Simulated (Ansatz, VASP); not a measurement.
## One calculation of WSe2, two programs

INCAR

```
SYSTEM = WSe2
ALGO = Normal
EDIFF = 1E-7
ENCUT = 520
GGA = PE
ISIF = 2
ISMEAR = 0
LASPH = .True.
LCHARG = .False.
LREAL = .False.
LWAVE = .False.
NBANDS = 20
NELM = 100
PREC = Accurate
SIGMA = 0.05
```

The input KPOINTS:

```
k-points
0
Gamma
  9 9 2
  0 0 0
```

File POSCAR:

```
WSe2
1.0
    3.3200588118      0.0000000000      0.0000000000
   -1.6600294059      2.8752552731      0.0000000000
    0.0000000000      0.0000000000     16.6541810407
W Se
1 2
Direct
   -0.3990815528     -0.2921479730      0.0000000000
    0.3333333333      0.6666666667      0.1007736663
    0.3333333333      0.6666666667      0.8992263337
```

Input for Ansatz:

```yaml
crystal:
  lattice:
    - [3.3200588118, 0.0, 0.0]
    - [-1.6600294059, 2.8752552731, 0.0]
    - [0.0, 0.0, 16.6541810407]
  atoms:
    - { symbol: W, position: [-0.3990815528, -0.292147973, 0.0] }
    - { symbol: Se, position: [0.3333333333, 0.6666666667, 0.1007736663] }
    - { symbol: Se, position: [0.3333333333, 0.6666666667, 0.8992263337] }
basis:
  ecutwfc: 420
kpoints:
  mp_grid: { grid: [9, 9, 2] }
hamiltonian:
  xc: pbe
  pseudopotentials: { kind: paw, azcp: { folder: soft_1 } }
scf:
  occupations: { method: gaussian, width: 0.05 }
output:
  forces: true
  stress: true
  eigenvalues: true
```

Alike in both runs: task single point; functional PBE; k mesh 9 × 9 × 2; occupations gaussian, width 0.05 eV; no spin polarisation.

|  | VASP | Ansatz |
| --- | --- | --- |
| version | VASP 6.6.1 | Ansatz 0.2.0 |
| potentials or method | VASP PAW PBE potentials, release 64 (W_sv, Se), cutoff 520 eV | scalar-relativistic, plane waves, PAW |
| valence electrons in the cell | 26 | 46 |

VASP gave:

| Item | Value |
| --- | --- |
| gap on the k mesh at the Fermi level (eV) | none |
| rms of the force components (eV/Å) | 13.646 |

Problem. What did Ansatz give for the same quantities?

Solution. gap on the k mesh at the Fermi level (eV): none; rms of the force components (eV/Å): 13.626.

Atom by atom the forces differ by 0.024 eV/Å (rms over components). A gap of «none» marks a metal or a gap that the smearing closes. VASP's potentials hold 26 valence electrons a cell and Ansatz's 46, so a difference there can come from the potentials and not from the codes.

Neither program's run includes spin-orbit coupling.
